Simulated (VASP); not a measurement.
Write the native input for VASP 6.6.1 that does the following.

* Task: single point
* Functional: PBE
* Potentials or basis: VASP PAW PBE potentials, release 64 (Te)
* Cutoff: 520 eV
* k mesh: 15 × 15 × 15
* Occupations: fermi-dirac, width 0.08 eV
* Spin: no spin polarisation
* Dipole correction: no
* Further INCAR settings: ALGO = Normal; EDIFF = 1e-06; NBANDS = 13

The structure of Te lies in POSCAR:

```
Te
1.0
   -2.8606455155      2.8606455155      1.4746472210
    2.8606455155     -2.8606455155      1.4746472210
    2.8606455155      2.8606455155     -1.4746472210
Te
2
Direct
   -0.3750000000     -0.1250000000     -0.2500000000
    0.3750000000      0.1250000000      0.2500000000
```

These files were run (other wordings do the same):

INCAR

```
SYSTEM = Te
ALGO = Normal
EDIFF = 1E-6
ENCUT = 520
GGA = PE
ISIF = 2
ISMEAR = -1
LASPH = .True.
LCHARG = .True.
LELF = .True.
LREAL = .False.
LVHAR = .True.
LWAVE = .False.
NBANDS = 13
NELM = 100
PREC = Accurate
SIGMA = 0.08
```

KPOINTS

```
k-points
0
Gamma
  15 15 15
  0 0 0
```

Potentials or basis: VASP PAW PBE potentials, release 64 (Te).

Run with:

```console
$ cat potpaw_PBE.64/Te/POTCAR > POTCAR
$ mpirun -np 1 vasp_std > vasp.out
```

It gave:

```
Pressure               : 25.3 GPa
Band gap on the k mesh : zero (bands 6 and 7 overlap by 4.98 eV)
```

Caveat: the cell stands under pressure; spin-orbit coupling is left out, which moves the levels of the heavy elements.

Run time: 52 s on 1 thread of Intel(R) Xeon(R) Platinum 8488C (Sapphire Rapids), with other jobs on the host, peak memory 0.29 GiB.
